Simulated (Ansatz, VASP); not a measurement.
# C: VASP beside Ansatz

```
C
1.0
     1.23253    0.71160    3.32232
    -1.23253    0.71160    3.32232
     0.00000   -1.42321    3.32232
C
2
Direct
  0.16655 0.16655 0.16655
  0.83345 0.83345 0.83345
```

Alike in both runs: task relaxation of cell and atoms; functional PBE; dispersion D3(BJ); k mesh 15 × 15 × 15; occupations gaussian, width 0.02 eV; no spin polarisation.

```csv
,VASP,Ansatz
version,VASP 6.6.1,Ansatz 0.2.0
potentials or method,"VASP PAW PBE potentials, release 64 (C), cutoff 600 eV","scalar-relativistic, plane waves, PAW"
valence electrons in the cell,8,8
```

|  | VASP | Ansatz | Ansatz less VASP |
| --- | --- | --- | --- |
| gap on the k mesh at the Fermi level, each at its own relaxed structure (eV) | 0.69 | 0.65 | -0.039 |
| relaxed volume (Å³/atom) | 8.75 | 8.84 | +0.089 |
| relaxed cell length with the largest relative difference (Å) | 3.616 | 3.647 | +0.0315 |
